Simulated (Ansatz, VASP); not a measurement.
## YTi in VASP and in Ansatz

File INCAR:

```
SYSTEM = YTi
PREC     = Accurate       ! precision mode
ENCUT    = 520            ! plane-wave cutoff, eV
EDIFF    = 1E-6           ! SCF threshold, eV
ISMEAR   = -1             ! smearing method
SIGMA    = 0.05           ! smearing width, eV
LREAL    = .False.        ! projectors in reciprocal space
LASPH    = .True.         ! aspherical terms in the spheres
NELM     = 60             ! most SCF steps
ALGO     = Normal         ! electronic algorithm
ISIF     = 2              ! what is computed and relaxed
LWAVE    = .False.        ! write WAVECAR
LCHARG   = .True.         ! write CHGCAR
GGA      = PE             ! functional
LELF     = .True.         ! ELF
LVHAR    = .True.       
NBANDS   = 18             ! bands
```

KPOINTS

```
regular mesh
0
Gamma
  8 8 8
  0 0 0
```

POSCAR

```
YTi
1.0
    3.6366131665      0.0000000000      0.0000000000
    0.0000000000      3.6366131665      0.0000000000
    0.0000000000      0.0000000000      3.6366131665
Y Ti
1 1
Direct
    0.5000000000      0.5000000000      0.5000000000
    0.0000000000      0.0000000000      0.0000000000
```

The input input.yaml:

```yaml
crystal:
  lattice:
    - [3.6366131665, 0.0, 0.0]
    - [0.0, 3.6366131665, 0.0]
    - [0.0, 0.0, 3.6366131665]
  atoms:
    - { symbol: "Y", position: [0.5, 0.5, 0.5] }
    - { symbol: Ti, position: [0.0, 0.0, 0.0] }
kpoints:
  mp_grid: { grid: [8, 8, 8] }
scf:
  occupations: { method: fermi_dirac, width: 0.05 }
hamiltonian:
  xc: pbe
  pseudopotentials: { kind: all_electron, lapw: { basis_error: 0.0005 } }
output:
  forces: true
  stress: true
  eigenvalues: true
```

Change from the starting cell: volume scaled by 1.06.

Alike in both runs: task single point; functional PBE; k mesh 8 × 8 × 8; occupations fermi-dirac, width 0.05 eV; no spin polarisation.

|  | VASP | Ansatz |
| --- | --- | --- |
| version | VASP 6.6.1 | Ansatz 0.2.0 |
| potentials or method | VASP PAW PBE potentials, release 64 (Y_sv, Ti_sv), cutoff 520 eV | all-electron LAPW, scalar-relativistic |

```csv
,VASP,Ansatz,Ansatz less VASP
gap on the k mesh at the Fermi level (eV),none,none,-
pressure (GPa),-0.2,0.0,+0.17
```

A gap of «none» marks a metal or a gap that the smearing closes. Ansatz ran all-electron here, and VASP with PAW potentials.
